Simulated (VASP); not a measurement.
# NiO (Fm-3m) in VASP: further runs

Runs on NiO. Level: PBE. Tasks: single point, relaxation of cell and atoms.

Everything below comes from runs of VASP 6.6.1. Logs are shortened: lines on timing, memory, paths and dates and some standing lists are left out, and cuts for length are marked.

**The experiment to reproduce.**

“Local correlations, non-local screening, multiplets, and band formation in NiO”, 2012, arxiv:1210.6675 quotes, for a bulk crystal of NiO: band gap 4.3 eV.

The results are compared with them further down.

## 1. The cell of the first run

It takes space group Fm-3m (No. 225, cubic). Conventional cell: a = 4.172 Å, b = 4.172 Å, c = 4.172 Å, α = 90.00°, β = 90.00°, γ = 90.00°. Ni (site symmetry m-3m) has 6 O at 2.09 Å within 2.8 Å. O (site symmetry m-3m) has 6 Ni at 2.09 Å within 2.8 Å.

## 2. Single point, PBE, collinear spin, ferromagnetic start

Contents of INCAR:

```
SYSTEM = NiO
  PREC = Accurate
  ENCUT = 520
  EDIFF = 1E-6
  ISMEAR = 0
  SIGMA = 0.015
  LREAL = .False.
  LASPH = .True.
  NELM = 150
  ALGO = Normal
  ISIF = 2
  LWAVE = .False.
  LCHARG = .False.
  ISPIN = 2
  MAGMOM = 1 0
  LORBIT = 11
  LMAXMIX = 4
  GGA = PE
  NBANDS = 19
```

Contents of KPOINTS:

```
Automatic mesh
0
Gamma
  11 11 11
  0 0 0
```

Contents of POSCAR:

```
NiO
1.0
    0.0000000000      2.0859016414      2.0859016414
    2.0859016414      0.0000000000      2.0859016414
    2.0859016414      2.0859016414      0.0000000000
Ni O
1 1
Direct
    0.0000000000      0.0000000000      0.0000000000
    0.5000000000      0.5000000000      0.5000000000
```

Potentials or basis: VASP PAW PBE potentials, release 64 (Ni, O).

On the command line:

```bash
cat potpaw_PBE.64/Ni/POTCAR potpaw_PBE.64/O/POTCAR > POTCAR
mpirun -np 1 vasp_std > vasp.out
```

OUTCAR:

```text
SYSTEM = NiO
   PREC = Accurate
   ENCUT = 520
   EDIFF = 1E-6
   ISMEAR = 0
   LREAL = .False.
   LASPH = .True.
   NELM = 150
   ISIF = 2
   ISPIN = 2
   LORBIT = 11
   GGA = PE

 ion  position               nearest neighbor table
   1  0.000  0.000  0.000-   2 2.09   2 2.09   2 2.09   2 2.09   2 2.09   2 2.09
   2  0.500  0.500  0.500-   1 2.09   1 2.09   1 2.09   1 2.09   1 2.09   1 2.09

  LATTYP: Found a face centered cubic cell.
 ALAT       =     4.1718032828

  Lattice vectors:

 A1 = (   0.0000000000,   2.0859016414,   2.0859016414)
 A2 = (   2.0859016414,   0.0000000000,   2.0859016414)
 A3 = (   2.0859016414,   2.0859016414,   0.0000000000)

Analysis of symmetry for initial positions (statically):
=====================================================================
 Subroutine PRICEL returns:
 Original cell was already a primitive cell.

 Routine SETGRP: Setting up the symmetry group for a
 face centered cubic supercell.

 Subroutine GETGRP returns: Found 48 space group operations
 (whereof 48 operations were pure point group operations)
 out of a pool of 48 trial point group operations.

The static configuration has the point symmetry O_h .

Analysis of symmetry for dynamics (positions and initial velocities):
=====================================================================
 Subroutine PRICEL returns:
 Original cell was already a primitive cell.

 Routine SETGRP: Setting up the symmetry group for a
 face centered cubic supercell.

 Subroutine GETGRP returns: Found 48 space group operations
 (whereof 48 operations were pure point group operations)
 out of a pool of 48 trial point group operations.

The dynamic configuration has the point symmetry O_h .

Analysis of structural, dynamic, and magnetic symmetry:
=====================================================================
 Subroutine PRICEL returns:
 Original cell was already a primitive cell.

 Routine SETGRP: Setting up the symmetry group for a
 face centered cubic supercell.

 Subroutine GETGRP returns: Found 48 space group operations
 (whereof 48 operations were pure point group operations)
 out of a pool of 48 trial point group operations.

The overall configuration has the point symmetry O_h .

 Subroutine INISYM returns: Found 48 space group operations
 (whereof 48 operations are pure point group operations),
 and found     1 'primitive' translations

----------------------------------------------------------------------------------------

                                     Primitive cell

  volume of cell :      18.1515

  direct lattice vectors                    reciprocal lattice vectors
     0.000000000  2.085901641  2.085901641    -0.239704495  0.239704495  0.239704495
     2.085901641  0.000000000  2.085901641     0.239704495 -0.239704495  0.239704495
     2.085901641  2.085901641  0.000000000     0.239704495  0.239704495 -0.239704495

  length of vectors
     2.949910391  2.949910391  2.949910391     0.415180364  0.415180364  0.415180364

  position of ions in fractional coordinates (direct lattice)
     0.000000000  0.000000000  0.000000000
     0.500000000  0.500000000  0.500000000

  ion indices of the primitive-cell ions
   primitive index   ion index
                 1           1
                 2           2

----------------------------------------------------------------------------------------

 KPOINTS: Automatic mesh

Automatic generation of k-mesh.
 Grid dimensions read from file:
 generate k-points for:   11   11   11

 Generating k-lattice:

  Cartesian coordinates                     Fractional coordinates (reciprocal lattice)
    -0.021791318  0.021791318  0.021791318     0.090909091  0.000000000  0.000000000
     0.021791318 -0.021791318  0.021791318     0.000000000  0.090909091  0.000000000
     0.021791318  0.021791318 -0.021791318     0.000000000  0.000000000  0.090909091

  Length of vectors
     0.037743669  0.037743669  0.037743669

  Shift w.r.t. Gamma in fractional coordinates (k-lattice)
     0.000000000  0.000000000  0.000000000

 Subroutine IBZKPT returns following result:
 ===========================================

 Found     56 irreducible k-points:

 Following reciprocal coordinates:
            Coordinates               Weight
  0.000000  0.000000  0.000000      1.000000
  0.090909  0.000000  0.000000      8.000000
  0.181818  0.000000  0.000000      8.000000
  0.272727  0.000000  0.000000      8.000000
  0.363636  0.000000  0.000000      8.000000
  0.454545  0.000000  0.000000      8.000000
[... 16 lines left out ...]
 -0.272727  0.181818  0.000000     24.000000
 -0.181818  0.181818  0.000000     12.000000
 [... further k-points ...]
   k-points           NKPTS =     56   k-points in BZ     NKDIM =     56   number of bands    NBANDS=     19
   number of dos      NEDOS =    301   number of ions     NIONS =      2
   total plane-waves  NPLWV =  13824
   dimension x,y,z NGX =    24 NGY =   24 NGZ =   24
   dimension x,y,z NGXF=    48 NGYF=   48 NGZF=   48
   ions per type =               1   1
   NGX,Y,Z   is equivalent  to a cutoff of  13.53, 13.53, 13.53 a.u.
   NGXF,Y,Z  is equivalent  to a cutoff of  27.05, 27.05, 27.05 a.u.
 SYSTEM =  NiO
   PREC   = accura    normal or accurate (medium, high low for compatibility)
   ISTART =      0    job   : 0-new  1-cont  2-samecut
   ICHARG =      2    charge: 1-file 2-atom 10-const
   ISPIN  =      2    spin polarized calculation?
   LNONCOLLINEAR =      F non collinear calculations
   LSORBIT =      F    spin-orbit coupling
   LASPH  =      T    aspherical Exc in radial PAW
   ENCUT  =  520.0 eV  38.22 Ry    6.18 a.u.   5.48  5.48  5.48*2*pi/ulx,y,z
   NELM   =    150;   NELMIN=  2; NELMDL= -5     # of ELM steps
   EDIFF  = 0.1E-05   stopping-criterion for ELM
   LREAL  =      F    real-space projection
   EDIFFG = 0.1E-04   stopping-criterion for IOM
   NSW    =      0    number of steps for IOM
   IBRION =     -1    ionic relax: 0-MD 1-quasi-New 2-CG
   NFREE  =      0    steps in history (QN), initial steepest desc. (CG)
   ISIF   =      2    stress and relaxation
   ISYM   =      2    0-nonsym 1-usesym 2-fastsym
   POTIM  = 0.5000    time-step for ionic-motion
   TEBEG  =    0.0;   TEEND  =   0.0 temperature during run
   PSTRESS=    0.0 pullay stress
   NELECT =      16.0000    total number of electrons
   NUPDOWN=      -1.0000    fix difference up-down
   EMIN   =  10.00;   EMAX   =-10.00  energy-range for DOS
   EFERMI =   0.00;   METHOD = LEGACY
   ISMEAR =     0;   SIGMA  =   0.01  broadening in eV -4-tet -1-fermi 0-gaus
   EFERMI_NEDOS =   21; number of points for ismear=-14 and -15
   IALGO  =     38    algorithm
   IMIX   =      4    mixing-type and parameters
     AMIX     =   0.40;   BMIX     =  1.00
     AMIX_MAG =   1.60;   BMIX_MAG =  1.00
  volume/ion in A,a.u.               =       9.08        61.25
  Fermi-wavevector in a.u.,A,eV,Ry     =   1.569680  2.966264 33.523312  2.463894
  Thomas-Fermi vector in A             =   2.671526
   LORBIT       =     11    0 simple, 1 ext, 2 COOP (PROOUT), +10 PAW based schemes
   GGA     = PE    functional components
   LHFCALC =     F    Hartree Fock is set to
   AEXX    =    0.0000 exact exchange contribution
   IVDW    =     0    specifies the selected vdW correction
   LEPSILON=     F    determine dielectric tensor
   LRPA    =     F    only Hartree local field effects (RPA)
 spin polarized calculation
 Gauss-broadening in eV      SIGMA  =   0.01
  energy-cutoff  :      520.00
  volume of cell :       18.15
 maximum number of plane-waves:       531
 NGX is ok and might be reduce to    24
   NGX = 11   NGY = 11   NGZ = 11

 number of electron      16.0000001 magnetization       1.7790328

 Free energy of the ion-electron system (eV)
  ---------------------------------------------------
  ext. energy  EPLUGINS =         0.00000000
  ---------------------------------------------------
  free energy    TOTEN  =       -11.46715976 eV

  energy without entropy =      -11.46704199  energy(sigma->0) =      -11.46710087

 E-fermi :   7.9181     XC(G=0): -12.6994

 val. band max:        7.8974363779   @ k =   0.0909   0.0909   0.0000
 cond. band min:       7.9246304701   @ k =   0.3636   0.2727   0.0909
 fundamental gap:      0.0271940922
 Fermi energy:         7.9180994033

 spin component 1

 k-point     1 :       0.0000    0.0000    0.0000
  band No.  band energies     occupation
      1     -12.4424      1.00000
      2       4.7677      1.00000
      3       4.7677      1.00000
      4       4.9520      1.00000
      5       4.9520      1.00000
      6       4.9520      1.00000
[... 11 lines left out ...]
     18      33.9070      0.00000
     19      33.9071      0.00000

 k-point     2 :       0.0909    0.0000    0.0000
  band No.  band energies     occupation
      1     -12.3479      1.00000
      2       4.0305      1.00000
      3       4.0306      1.00000
      4       4.1104      1.00000
      5       5.2462      1.00000
      6       5.2462      1.00000
[... 476 lines left out ...]
 k-point    24 :      -0.1818    0.1818    0.0000
  band No.  band energies     occupation
      1     -11.6124      1.00000
      2       1.3153      1.00000
      3       2.4224      1.00000
      4       3.1057      1.00000
      5       5.3688      1.00000
      6       5.5904      1.00000
[... 11 lines left out ...]
     18      38.9048      0.00000
     19      40.0317      0.00000

 [... further k-points ...]

 spin component 2

 k-point     1 :       0.0000    0.0000    0.0000
  band No.  band energies     occupation
      1     -11.9928      1.00000
      2       5.4743      1.00000
      3       5.4743      1.00000
      4       5.4743      1.00000
      5       6.0809      1.00000
      6       6.0811      1.00000
[... 11 lines left out ...]
     18      34.5173      0.00000
     19      34.5175      0.00000

 k-point     2 :       0.0909    0.0000    0.0000
  band No.  band energies     occupation
      1     -11.8954      1.00000
      2       4.6441      1.00000
      3       5.0670      1.00000
      4       5.0670      1.00000
      5       6.2083      1.00000
      6       6.2084      1.00000
[... 476 lines left out ...]
 k-point    24 :      -0.1818    0.1818    0.0000
  band No.  band energies     occupation
      1     -11.1330      1.00000
      2       1.8916      1.00000
      3       3.6239      1.00000
      4       3.6476      1.00000
      5       6.4410      1.00000
      6       6.9965      1.00000
[... 11 lines left out ...]
     18      39.3251      0.00000
     19      40.2584      0.00000

 [... further k-points ...]
[... 5 lines left out ...]
  --------------------------------------------------------------------------------------
  -------------------------------------------------------------------------------------
  Total        0.6993267      0.6993267      0.6993267     -0.0000000     -0.0000000      0.0000000
  in kB       61.7275721     61.7275721     61.7275721     -0.0000000     -0.0000000      0.0000000
  external PRESSURE =      61.7275721 kB  Pullay stress =       0.0000000 kB

 VOLUME and BASIS-vectors are now :
 -----------------------------------------------------------------------------
  energy-cutoff  :      520.00
  volume of cell :       18.15
      direct lattice vectors                 reciprocal lattice vectors
     0.000000000  2.085901641  2.085901641    -0.239704495  0.239704495  0.239704495
     2.085901641  0.000000000  2.085901641     0.239704495 -0.239704495  0.239704495
     2.085901641  2.085901641  0.000000000     0.239704495  0.239704495 -0.239704495

 POSITION                                       TOTAL-FORCE (eV/Angst)
 -----------------------------------------------------------------------------------
      0.00000      0.00000      0.00000         0.000000     -0.000000      0.000000
      2.08590      2.08590      2.08590        -0.000000      0.000000     -0.000000
 -----------------------------------------------------------------------------------
    total drift:                                0.000000     -0.000000     -0.000000

  FREE ENERGIE OF THE ION-ELECTRON SYSTEM (eV)
  ---------------------------------------------------
  free  energy   TOTEN  =       -11.4671597555 eV

  energy  without entropy=      -11.4670419938  energy(sigma->0) =      -11.46710087

 total charge

# of ion       s       p       d       tot
------------------------------------------
    1        0.334   0.408   8.246   8.988
    2        1.556   3.428   0.000   4.984
--------------------------------------------------
tot          1.890   3.837   8.246  13.972

 magnetization (x)

# of ion       s       p       d       tot
------------------------------------------
    1        0.012   0.015   1.431   1.458
    2        0.028   0.247   0.000   0.275
--------------------------------------------------
tot          0.040   0.262   1.431   1.733
```

Wall time 87 s (1 thread of AMD EPYC 7R43 (Zen 3), shared host); peak memory 0.12 GiB.

What came out:

```yaml
Free_energy: -11.4672 eV
Pressure: 6.2 GPa
Net_moment: 1.78 μB per cell
Site_moments: Ni +1.46; O +0.28 μB
Valence_electrons_inside_the_program's_atomic_spheres: Ni 8.99; O 4.98
```

Levels at points of the mesh, in eV from the Fermi level:
Spin up:
```
           k point  band 5  band 6  band 7  band 8  band 9  band 10  band 11  band 12  band 13  band 14
(0.00, 0.00, 0.00)   -2.97   -2.97   -2.66   -2.66   -2.66     1.58    17.90    18.97    18.97    18.97
```
Spin down:
```tsv
k point	band 3	band 4	band 5	band 6	band 7	band 8	band 9	band 10	band 11	band 12
(0.00, 0.00, 0.00)	-2.44	-2.44	-1.84	-1.84	-1.84	-0.58	-0.58	1.94	17.83	19.19
```

Caveat: a cell with one magnetic atom can't hold antiferromagnetic order, which such compounds often take; semilocal functionals often make such compounds metallic where correlation or magnetic order opens a gap, which also shifts bond lengths. With open d or f shells a metallic result of PBE can be an artefact of self-interaction; +U or a hybrid may open a gap.

## 3. Single point, PBE, collinear spin, ferromagnetic start

This run uses another cell than the first one, of 9.39 Å³/atom, 1.035 times its volume.

Contents of INCAR:

```
SYSTEM = NiO
PREC = Accurate
ENCUT = 520
EDIFF = 1E-7
ISMEAR = -1
SIGMA = 0.05
LREAL = .False.
LASPH = .True.
NELM = 150
ALGO = Normal
ISIF = 2
LWAVE = .False.
LCHARG = .False.
ISPIN = 2
MAGMOM = 1 0
LORBIT = 11
LMAXMIX = 4
GGA = PE
NBANDS = 19
```

Contents of KPOINTS:

```
regular mesh
0
Gamma
  11 11 11
  0 0 0
```

Contents of POSCAR:

```
NiO
1.0
    0.0000000000      2.1099705756      2.1099705756
    2.1099705756      0.0000000000      2.1099705756
    2.1099705756      2.1099705756      0.0000000000
Ni O
1 1
Direct
    0.0000000000      0.0000000000      0.0000000000
    0.5000000000      0.5000000000      0.5000000000
```

Potentials or basis: VASP PAW PBE potentials, release 64 (Ni, O).

On the command line:

```bash
cat potpaw_PBE.64/Ni/POTCAR potpaw_PBE.64/O/POTCAR > POTCAR
mpirun -np 1 vasp_std > vasp.out
```

It took 90 s on 1 thread of AMD EPYC 7R43 (Zen 3), shared host; peak memory 0.13 GiB.

It converged, with:

* Free energy: -11.4830 eV
* Pressure: -0.8 GPa
* Net moment: 1.78 μB per cell
* Site moments: Ni +1.47; O +0.27 μB
* Valence electrons inside the program's atomic spheres: Ni 8.93; O 4.96

Levels at points of the mesh, in eV from the Fermi level:
Spin up:
| k point | band 6 | band 7 | band 8 | band 9 | band 10 | band 11 | band 12 | band 13 |
| --- | --- | --- | --- | --- | --- | --- | --- | --- |
| (0.00, 0.00, 0.00) | -2.83 | -2.57 | -2.57 | -2.57 | 1.40 | 17.79 | 18.72 | 18.72 |
Spin down:
```tsv
k point	band 3	band 4	band 5	band 6	band 7	band 8	band 9	band 10	band 11	band 12
(0.00, 0.00, 0.00)	-2.31	-2.31	-1.75	-1.75	-1.75	-0.51	-0.51	1.75	17.72	18.93
```

Caveat: a cell with one magnetic atom can't hold antiferromagnetic order, which such compounds often take; semilocal functionals often make such compounds metallic where correlation or magnetic order opens a gap, which also shifts bond lengths.

## 4. Relaxation of cell and atoms, PBE, collinear spin, ferromagnetic start

Contents of INCAR:

```
  PREC = Accurate
  ENCUT = 600
  EDIFF = 1E-6
  ISMEAR = -1
  SIGMA = 0.05
  LREAL = False
  LASPH = True
  NELM = 150
  ALGO = Normal
  ISIF = 3
  LWAVE = False
  LCHARG = False
  ISPIN = 2
  MAGMOM = 1 0
  LORBIT = 11
  LMAXMIX = 4
  GGA = PE
  IBRION = 2
  NSW = 80
  EDIFFG = -0.02
```

Contents of KPOINTS:

```
regular mesh
0
Gamma
  11 11 11
```

Contents of POSCAR:

```
NiO
1.0
    0.0000000000      2.0859016414      2.0859016414
    2.0859016414      0.0000000000      2.0859016414
    2.0859016414      2.0859016414      0.0000000000
Ni O
1 1
Direct
    0.0000000000      0.0000000000      0.0000000000
    0.5000000000      0.5000000000      0.5000000000
```

On the command line:

```bash
cat potpaw_PBE.64/Ni/POTCAR potpaw_PBE.64/O/POTCAR > POTCAR
mpirun -np 1 vasp_std > vasp.out
```

It took 1.7 min on 1 thread of AMD EPYC 7R43 (Zen 3), shared host; peak memory 0.14 GiB.

The run converged. Its results:

* Free energy: -11.4836 eV
* Relaxed volume: 9.34 Å³/atom
* Relaxed cell: a = 2.978 Å, b = 2.978 Å, c = 2.978 Å, α = 60.00°, β = 60.00°, γ = 60.00°
* Space group after relaxing (to 0.05 Å): Fm-3m (No. 225)
* Energy gained by relaxing: 4.0 meV/atom
* Ionic steps: 3
* Pressure after relaxing: 0.1 GPa
* Net moment: 1.77 μB per cell
* Site moments: Ni +1.46; O +0.27 μB
* Valence electrons inside the program's atomic spheres: Ni 8.94; O 4.97

Step by step:
| step | energy change (eV) | largest force (eV/Å) | pressure (GPa) | volume (Å³) |
| --- | --- | --- | --- | --- |
| 1 | 0.0000 | 0.0000 | 4.81 | 18.15 |
| 2 | -0.0070 | 0.0000 | -1.77 | 18.88 |
| 3 | -0.0080 | 0.0000 | 0.07 | 18.68 |

Final structure:
```yaml
crystal:
  lattice:
    - [0.00000, 2.10610, 2.10610]
    - [2.10610, 0.00000, 2.10610]
    - [2.10610, 2.10610, 0.00000]
  atoms:
    - { symbol: Ni, position: [0.00000, 0.00000, 0.00000] }
    - { symbol: O, position: [0.50000, 0.50000, 0.50000] }
```

Levels at points of the mesh, in eV from the Fermi level:
Spin up:
```
           k point  band 6  band 7  band 8  band 9  band 10  band 11  band 12  band 13
(0.00, 0.00, 0.00)   -2.86   -2.58   -2.58   -2.58     1.43    17.80    18.76    18.76
```
Spin down:
| k point | band 3 | band 4 | band 5 | band 6 | band 7 | band 8 | band 9 | band 10 | band 11 | band 12 |
| --- | --- | --- | --- | --- | --- | --- | --- | --- | --- | --- |
| (0.00, 0.00, 0.00) | -2.35 | -2.35 | -1.76 | -1.76 | -1.76 | -0.53 | -0.53 | 1.77 | 17.74 | 18.97 |

Caveat: a cell with one magnetic atom can't hold antiferromagnetic order, which such compounds often take; semilocal functionals often make such compounds metallic where correlation or magnetic order opens a gap, which also shifts bond lengths. Zero-point motion and thermal expansion aren't in these numbers.

[end of part 1 of 2]
